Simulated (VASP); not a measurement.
Write the native input for VASP 6.6.1 that does the following.

```
Task                   : single point
Functional             : PBE
Dispersion             : D3(BJ)
Potentials or basis    : VASP PAW PBE potentials, release 64 (Zr_sv, S)
Cutoff                 : 500 eV
k mesh                 : 12 × 12 × 8
Occupations            : fermi-dirac, width 0.15 eV
Spin                   : no spin polarisation
Dipole correction      : no
Further INCAR settings : ALGO = Normal; EDIFF = 1e-06; NBANDS = 19; ISYM = 0
```

The structure of ZrS2 lies in POSCAR:

```
ZrS2
1.0
    3.3213855668      0.0000000000      0.0000000000
   -1.6606927834      2.8764042767      0.0000000000
    0.0000000000      0.0000000000      5.1138505048
Zr S
1 2
Direct
    0.0000000000      0.0000000000      0.0000000000
    0.3333333333      0.6666666667      0.3001353932
    0.6666666667      0.3333333333      0.6998646068
```

These files were run (other wordings do the same):

INCAR

```
  PREC = Accurate
  ENCUT = 500
  EDIFF = 1E-6
  ISMEAR = -1
  SIGMA = 0.15
  LREAL = False
  LASPH = True
  NELM = 120
  ALGO = Normal
  ISIF = 2
  LWAVE = False
  LCHARG = False
  GGA = PE
  IVDW = 12
  ISYM = 0
  NBANDS = 19
  GGA_COMPAT = False
```

KPOINTS

```
Automatic mesh
0
Gamma
  12 12 8
```

Potentials or basis: VASP PAW PBE potentials, release 64 (Zr_sv, S).

Launch:

```console
$ cat potpaw_PBE.64/Zr_sv/POTCAR potpaw_PBE.64/S/POTCAR > POTCAR
$ mpirun -np 1 vasp_std > vasp.out
```

It gave:

```yaml
Pressure: 25.0 GPa
Largest_force: 0.004 eV/Å
Band_gap_on_the_k_mesh: zero (bands 12 and 13 overlap by 1.05 eV)
Dispersion_energy_per_atom: -0.497 eV
```

Caveat: the cell stands under pressure.

Wall time 8.4 min on 1 thread of Oxide Virtual Turin-like Processor (shared host), peak memory 0.5 GiB.
